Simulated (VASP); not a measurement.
# Zr2HS4 in VASP: further runs, part 2 of 2

VASP 6.6.1.

## 3. Single point, PBE+D3(BJ)

Input file INCAR:

```
PREC     = Accurate       # precision mode
ENCUT    = 400            # plane-wave cutoff, eV
EDIFF    = 1E-6           # SCF threshold, eV
ISMEAR   = 0              # smearing method
SIGMA    = 0.05           # smearing width, eV
LREAL    = F              # projectors in reciprocal space
LASPH    = T              # aspherical terms in the spheres
NELM     = 120            # most SCF steps
ALGO     = Normal         # electronic algorithm
ISIF     = 2              # what is computed and relaxed
LWAVE    = F              # write WAVECAR
LCHARG   = F              # write CHGCAR
LDIPOL   = T            
IDIPOL   = 3            
DIPOL    = 0.5 0.5 0.291
GGA      = PE             # functional
IVDW     = 12             # dispersion correction
NBANDS   = 62             # bands
GGA_COMPAT= F            
NELMDL   = -8
```

Input file KPOINTS:

```
Automatic mesh
0
Gamma
  6 6 1
```

Input file POSCAR:

```
Zr2HS4
1.0
    7.2976778227      0.0000000000      0.0000000000
   -3.6488389114      6.3199743831      0.0000000000
    0.0000000000      0.0000000000     20.9171506047
S Zr H
8 4 2
Direct
    0.3333333333      0.1666666667      0.1912306354
    0.3333333333      0.6666666667      0.1912306354
    0.8333333333      0.1666666667      0.1912306354
    0.8333333333      0.6666666667      0.1912306354
    0.1666666667      0.3333333333      0.3306927762
    0.1666666667      0.8333333333      0.3306927762
    0.6666666667      0.3333333333      0.3306927762
    0.6666666667      0.8333333333      0.3306927762
    0.0000000000      0.0000000000      0.2609617058
    0.0000000000      0.5000000000      0.2609617058
    0.5000000000      0.0000000000      0.2609617058
    0.5000000000      0.5000000000      0.2609617058
    0.3036654916      0.6963345084      0.4741157528
    0.3630011751      0.6369988249      0.4741157528
```

Potentials or basis: VASP PAW PBE potentials, release 64 (S, Zr_sv, H).

Started as:

```console
> cat potpaw_PBE.64/S/POTCAR potpaw_PBE.64/Zr_sv/POTCAR potpaw_PBE.64/H/POTCAR > POTCAR
> mpirun -np 1 vasp_std > vasp.out
```

OUTCAR:

```text
PREC = Accurate
   ENCUT = 400
   EDIFF = 1E-6
   ISMEAR = 0
   LREAL = F
   LASPH = T
   NELM = 120
   ISIF = 2
   GGA = PE
   IVDW = 12
   NELMDL = -8
 IVDW          = 12

 ion  position               nearest neighbor table
   1  0.333  0.167  0.191-   9 2.56  12 2.56  11 2.56
   2  0.333  0.667  0.191-  10 2.56  11 2.56  12 2.56
   3  0.833  0.167  0.191-  11 2.56  10 2.56   9 2.56
   4  0.833  0.667  0.191-  12 2.56   9 2.56  10 2.56
   5  0.167  0.333  0.331-  12 2.56   9 2.56  10 2.56
   6  0.167  0.833  0.331-  11 2.56  10 2.56   9 2.56
   7  0.667  0.333  0.331-  10 2.56  11 2.56  12 2.56
   8  0.667  0.833  0.331-   9 2.56  12 2.56  11 2.56
   9  0.000  0.000  0.261-   1 2.56   8 2.56   5 2.56   4 2.56   6 2.56   3 2.56  12 3.65  12 3.65
                            11 3.65  11 3.65  10 3.65  10 3.65
  10  0.000  0.500  0.261-   2 2.56   7 2.56   6 2.56   3 2.56   4 2.56   5 2.56  11 3.65  11 3.65
                            12 3.65  12 3.65   9 3.65   9 3.65
  11  0.500  0.000  0.261-   3 2.56   6 2.56   2 2.56   7 2.56   1 2.56   8 2.56  10 3.65  10 3.65
                             9 3.65   9 3.65  12 3.65  12 3.65
  12  0.500  0.500  0.261-   4 2.56   5 2.56   1 2.56   8 2.56   7 2.56   2 2.56   9 3.65   9 3.65
                            10 3.65  10 3.65  11 3.65  11 3.65
  13  0.304  0.696  0.474-  14 0.75
  14  0.363  0.637  0.474-  13 0.75

  LATTYP: Found a hexagonal cell.
 ALAT       =     7.2976778227
 C/A-ratio  =     2.8662748771

  Lattice vectors:

 A1 = (   7.2976778227,   0.0000000000,   0.0000000000)
 A2 = (  -3.6488389114,   6.3199743831,   0.0000000000)
 A3 = (   0.0000000000,   0.0000000000,  20.9171506047)

Analysis of symmetry for initial positions (statically):
=====================================================================
 Subroutine PRICEL returns:
 Original cell was already a primitive cell.

 Routine SETGRP: Setting up the symmetry group for a
 hexagonal supercell.

 Subroutine GETGRP returns: Found  2 space group operations
 (whereof  2 operations were pure point group operations)
 out of a pool of 24 trial point group operations.

The static configuration has the point symmetry C_1h.

Analysis of symmetry for dynamics (positions and initial velocities):
=====================================================================
 Subroutine PRICEL returns:
 Original cell was already a primitive cell.

 Routine SETGRP: Setting up the symmetry group for a
 hexagonal supercell.

 Subroutine GETGRP returns: Found  2 space group operations
 (whereof  2 operations were pure point group operations)
 out of a pool of 24 trial point group operations.

The dynamic configuration has the point symmetry C_1h.

 Subroutine INISYM returns: Found  2 space group operations
 (whereof  2 operations are pure point group operations),
 and found     1 'primitive' translations

----------------------------------------------------------------------------------------

                                     Primitive cell
[... 86 lines left out ...]
   number of dos      NEDOS =    301   number of ions     NIONS =     14
   total plane-waves  NPLWV = 322560
   dimension x,y,z NGX =    48 NGY =   48 NGZ =  140
   dimension x,y,z NGXF=    96 NGYF=   96 NGZF=  280
   ions per type =               8   4   2
   NGX,Y,Z   is equivalent  to a cutoff of  10.93, 10.93, 11.13 a.u.
   NGXF,Y,Z  is equivalent  to a cutoff of  21.87, 21.87, 22.25 a.u.
 SYSTEM =  unknown system
   PREC   = accura    normal or accurate (medium, high low for compatibility)
   ISTART =      0    job   : 0-new  1-cont  2-samecut
   ICHARG =      2    charge: 1-file 2-atom 10-const
   ISPIN  =      1    spin polarized calculation?
   LNONCOLLINEAR =      F non collinear calculations
   LSORBIT =      F    spin-orbit coupling
   LASPH  =      T    aspherical Exc in radial PAW
   ENCUT  =  400.0 eV  29.40 Ry    5.42 a.u.  11.90 11.90 34.11*2*pi/ulx,y,z
   NELM   =    120;   NELMIN=  2; NELMDL= -8     # of ELM steps
   EDIFF  = 0.1E-05   stopping-criterion for ELM
   LREAL  =      F    real-space projection
[... 7 lines left out ...]
   TEBEG  =    0.0;   TEEND  =   0.0 temperature during run
   PSTRESS=    0.0 pullay stress
   NELECT =      98.0000    total number of electrons
   NUPDOWN=      -1.0000    fix difference up-down
   EMIN   =  10.00;   EMAX   =-10.00  energy-range for DOS
   EFERMI =   0.00;   METHOD = LEGACY
   ISMEAR =     0;   SIGMA  =   0.05  broadening in eV -4-tet -1-fermi 0-gaus
   EFERMI_NEDOS =   21; number of points for ismear=-14 and -15
   IALGO  =     38    algorithm
   IMIX   =      4    mixing-type and parameters
     AMIX     =   0.40;   BMIX     =  1.00
     AMIX_MAG =   1.60;   BMIX_MAG =  1.00
  volume/ion in A,a.u.               =      68.91       465.02
  Fermi-wavevector in a.u.,A,eV,Ry     =   0.763864  1.443494  7.938838  0.583488
  Thomas-Fermi vector in A             =   1.863639
   LORBIT       =      0    0 simple, 1 ext, 2 COOP (PROOUT), +10 PAW based schemes
   GGA     = PE    functional components
   LHFCALC =     F    Hartree Fock is set to
   AEXX    =    0.0000 exact exchange contribution
   IVDW    =    12    specifies the selected vdW correction
   LEPSILON=     F    determine dielectric tensor
   LRPA    =     F    only Hartree local field effects (RPA)
 non-spin polarized calculation
 Gauss-broadening in eV      SIGMA  =   0.05
  energy-cutoff  :      400.00
  volume of cell :      964.72
 maximum number of plane-waves:     17598
   NGX = 23   NGY = 23   NGZ = 69

 dipolmoment           0.000000      0.000000      0.000154 electrons x Angstroem

 number of electron      98.0000014 magnetization

 dipolmoment           0.000000      0.000000     -0.001810 electrons x Angstroem

 Free energy of the ion-electron system (eV)
  ---------------------------------------------------
  ext. energy  EPLUGINS =         0.00000000
  ---------------------------------------------------
  free energy    TOTEN  =       -92.47404159 eV

  energy without entropy =      -92.47404159  energy(sigma->0) =      -92.47404159

 E-fermi :  -3.0223     XC(G=0):  -3.3332

 val. band max:       -3.2733961398   @ k =   0.0000   0.0000   0.0000
 cond. band min:      -2.1721169614   @ k =   0.0000   0.0000   0.0000
 fundamental gap:      1.1012791783
 Fermi energy:        -3.0223196083

 k-point     1 :       0.0000    0.0000    0.0000
  band No.  band energies     occupation
      1     -52.1296      2.00000
      2     -52.1099      2.00000
      3     -52.1093      2.00000
      4     -52.1086      2.00000
      5     -30.3122      2.00000
      6     -30.3116      2.00000
[... 821 lines left out ...]
     60       0.2850      0.00000
     61       0.2907      0.00000
 [bands above 61 left out]

------------------------ aborting loop because EDIFF is reached ----------------------------------------

 vacuum level on the upper side and lower side of the slab       (xc-potential included)        -0.112        -0.082

 Edisp (eV)   -3.00482

 E8    (eV) :    -1.3509

  FORCE on cell =-STRESS in cart. coord.  units (eV):
  Direction    XX          YY          ZZ          XY          YZ          ZX
  --------------------------------------------------------------------------------------
  -------------------------------------------------------------------------------------
  Total      -0.34922    -0.34997    -0.30105    -0.00065     0.00457    -0.00792
  in kB      -0.57998    -0.58122    -0.49997    -0.00107     0.00760    -0.01316
  external pressure =       -0.55 kB  Pullay stress =        0.00 kB

 VOLUME and BASIS-vectors are now :
 -----------------------------------------------------------------------------
  energy-cutoff  :      400.00
  volume of cell :      964.72
      direct lattice vectors                 reciprocal lattice vectors
     7.297677823  0.000000000  0.000000000     0.137029891  0.079114245  0.000000000
    -3.648838911  6.319974383  0.000000000     0.000000000  0.158228489  0.000000000
     0.000000000  0.000000000 20.917150605     0.000000000  0.000000000  0.047807659

 POSITION                                       TOTAL-FORCE (eV/Angst)
 -----------------------------------------------------------------------------------
      1.82442      1.05333      4.00000         0.002153     -0.000396     -0.011403
     -0.00000      4.21332      4.00000        -0.001251      0.000722     -0.006562
      5.47326      1.05333      4.00000        -0.001766      0.001020     -0.010004
      3.64884      4.21332      4.00000         0.001420     -0.001667     -0.011403
      0.00000      2.10666      6.91715         0.000047     -0.001207      0.008156
     -1.82442      5.26665      6.91715        -0.000855      0.000494      0.014762
      3.64884      2.10666      6.91715        -0.000048      0.000028      0.016015
      1.82442      5.26665      6.91715         0.001069      0.000563      0.008156
      0.00000      0.00000      5.45858        -0.004073      0.002352      0.002146
     -1.82442      3.15999      5.45858         0.006788     -0.000960      0.004432
      3.64884      0.00000      5.45858         0.004226     -0.005398      0.004432
      1.82442      3.15999      5.45858        -0.006011      0.003471      0.005608
     -0.32476      4.40082      9.91715        -0.041750      0.024104     -0.012732
      0.32476      4.02582      9.91715         0.040052     -0.023124     -0.011602
 -----------------------------------------------------------------------------------
    total drift:                               -0.000001      0.000000      0.000521

  FREE ENERGIE OF THE ION-ELECTRON SYSTEM (eV)
  ---------------------------------------------------
  free  energy   TOTEN  =       -95.4788569102 eV

  energy  without entropy=      -95.4788569102  energy(sigma->0) =      -95.47885691

 vacuum level on the upper side and lower side of the slab         3.025         3.056
```

Run time: 25 min. Hardware: 1 thread of AMD EPYC 9755, shared host; peak memory 0.86 GiB.

Results:

| Item | Value |
| --- | --- |
| Free energy | -95.4789 eV |
| Largest force | 0.050 eV/Å |
| Band gap on the k mesh | 1.10 eV |
| Dispersion energy per atom | -0.215 eV |

Forces on the atoms (eV/Å):
```
S    0.002  0.000 -0.011
S   -0.001  0.001 -0.007
S   -0.002  0.001 -0.010
S    0.001 -0.002 -0.011
S    0.000 -0.001  0.008
S   -0.001  0.000  0.015
S    0.000  0.000  0.016
S    0.001  0.001  0.008
Zr  -0.004  0.002  0.002
Zr   0.007 -0.001  0.004
Zr   0.004 -0.005  0.004
Zr  -0.006  0.003  0.006
H   -0.042  0.024 -0.013
H    0.040 -0.023 -0.012
```

## 4. Single point, PBE+D3(BJ)

Input file INCAR:

```
PREC = Accurate
ENCUT = 400
EDIFF = 1E-6
ISMEAR = 0
SIGMA = 0.05
LREAL = False
LASPH = True
NELM = 120
ALGO = Normal
ISIF = 2
LWAVE = False
LCHARG = False
LDIPOL = True
IDIPOL = 3
DIPOL = 0.5 0.5 0.281
GGA = PE
IVDW = 12
NBANDS = 62
GGA_COMPAT = False
NELMDL = -8
```

Input file KPOINTS:

```
regular mesh
0
Gamma
  6 6 1
```

POSCAR: that of step 3 with these lines changed.

```diff
@@ -20,3 +20,3 @@
     0.5000000000      0.5000000000      0.2609617058
-    0.3036654916      0.6963345084      0.4741157528
-    0.3630011751      0.6369988249      0.4741157528
+    0.3036654916      0.6963345084      0.3981015752
+    0.3630011751      0.6369988249      0.3981015752
```

Started as:

```console
> cat potpaw_PBE.64/S/POTCAR potpaw_PBE.64/Zr_sv/POTCAR potpaw_PBE.64/H/POTCAR > POTCAR
> mpirun -np 1 vasp_std > vasp.out
```

Run time: 33 min. Hardware: 1 thread of Oxide Virtual Turin-like, shared host; peak memory 0.87 GiB.

Results (log left out):

```
Free energy                : -95.0725 eV
Largest force              : 0.503 eV/Å
Band gap on the k mesh     : 1.11 eV
Dispersion energy per atom : -0.221 eV
```

Forces on the atoms (eV/Å):
```
S    0.004 -0.001 -0.022
S   -0.005  0.003  0.019
S    0.003 -0.001 -0.020
S    0.003 -0.003 -0.022
S   -0.017 -0.230 -0.230
S   -0.185  0.107 -0.190
S   -0.001  0.000  0.041
S    0.191  0.130 -0.230
Zr  -0.037  0.021 -0.075
Zr   0.009 -0.040 -0.079
Zr   0.039  0.012 -0.079
Zr   0.012 -0.007 -0.090
H   -0.101  0.058  0.482
H    0.085 -0.049  0.493
```

Levels at points of the mesh, in eV from the valence-band top:
| k point | band 45 | band 46 | band 47 | band 48 | band 49 | band 50 | band 51 | band 52 | band 53 | band 54 |
| --- | --- | --- | --- | --- | --- | --- | --- | --- | --- | --- |
| (0.00, 0.00, 0.00) | -0.93 | -0.91 | -0.48 | 0.00 | 0.00 | 1.11 | 1.12 | 1.15 | 1.71 | 1.71 |
| (0.50, 0.00, 0.00) | -1.11 | -0.87 | -0.83 | -0.49 | -0.42 | 1.51 | 1.51 | 2.29 | 2.30 | 2.77 |
| (0.50, 0.50, 0.00) | -1.11 | -0.85 | -0.84 | -0.51 | -0.43 | 1.50 | 1.51 | 2.29 | 2.30 | 2.77 |

## 5. Single point, PBE+D3(BJ)

Input file INCAR:

```
SYSTEM = Zr2HS4
  ALGO = Normal
  DIPOL = 0.5 0.5 0.283
  EDIFF = 1E-6
  ENCUT = 400
  GGA = PE
  GGA_COMPAT = .False.
  IDIPOL = 3
  ISIF = 2
  ISMEAR = 0
  IVDW = 12
  LASPH = .True.
  LCHARG = .False.
  LDIPOL = .True.
  LREAL = .False.
  LWAVE = .False.
  NBANDS = 62
  NELM = 120
  NELMDL = -8
  PREC = Accurate
  SIGMA = 0.05
```

Input file KPOINTS:

```
k-points
0
Gamma
  6 6 1
  0 0 0
```

POSCAR: that of step 4 with these lines changed.

```diff
@@ -20,3 +20,3 @@
     0.5000000000      0.5000000000      0.2609617058
-    0.3036654916      0.6963345084      0.3981015752
-    0.3630011751      0.6369988249      0.3981015752
+    0.3036654916      0.6963345084      0.4134000260
+    0.3630011751      0.6369988249      0.4134000260
```

Started as:

```console
> cat potpaw_PBE.64/S/POTCAR potpaw_PBE.64/Zr_sv/POTCAR potpaw_PBE.64/H/POTCAR > POTCAR
> mpirun -np 1 vasp_std > vasp.out
```

It took 34 min on 1 thread of Oxide Virtual Turin-like, shared host; peak memory 0.86 GiB.

Results (log left out):

```
Free energy                : -95.3055 eV
Largest force              : 0.273 eV/Å
Band gap on the k mesh     : 1.10 eV
Dispersion energy per atom : -0.219 eV
```

Forces in eV/Å, atoms in the order of the input:
```
S    0.007  0.000 -0.023
S   -0.004  0.003  0.013
S   -0.003  0.002 -0.020
S    0.004 -0.005 -0.023
S   -0.008 -0.128 -0.141
S   -0.103  0.059 -0.109
S    0.000  0.000  0.033
S    0.107  0.070 -0.141
Zr  -0.024  0.014 -0.031
Zr   0.025 -0.015 -0.022
Zr   0.026 -0.014 -0.022
Zr  -0.011  0.007 -0.028
H   -0.077  0.045  0.252
H    0.062 -0.036  0.263
```

Levels at points of the mesh, in eV from the valence-band top:
```tsv
k point	band 47	band 48	band 49	band 50	band 51	band 52
(0.00, 0.00, 0.00)	-0.66	0.00	0.00	1.10	1.11	1.14
(0.50, 0.00, 0.00)	-0.84	-0.50	-0.45	1.49	1.50	2.28
(0.50, 0.50, 0.00)	-0.85	-0.51	-0.45	1.49	1.50	2.28
```

## 6. Overview

| cell | gap on the mesh (eV) | largest force (eV/Å) |
| --- | --- | --- |
| as given, atomic positions A | 1.10 | 4.86 |
| as given, atomic positions B | 1.10 | 0.05 |
| as given, atomic positions C | 1.11 | 0.50 |
| as given, atomic positions D | 1.10 | 0.27 |

Alike in all rows: task single point; level PBE+D3(BJ); potentials or basis VASP PAW PBE potentials, release 64 (S, Zr_sv, H); no spin polarisation; k mesh 6 × 6 × 1; cutoff (eV) 400; smearing gaussian 0.05 eV.

Total energies depend on the potentials used, so only differences within one code and one set of settings carry meaning.
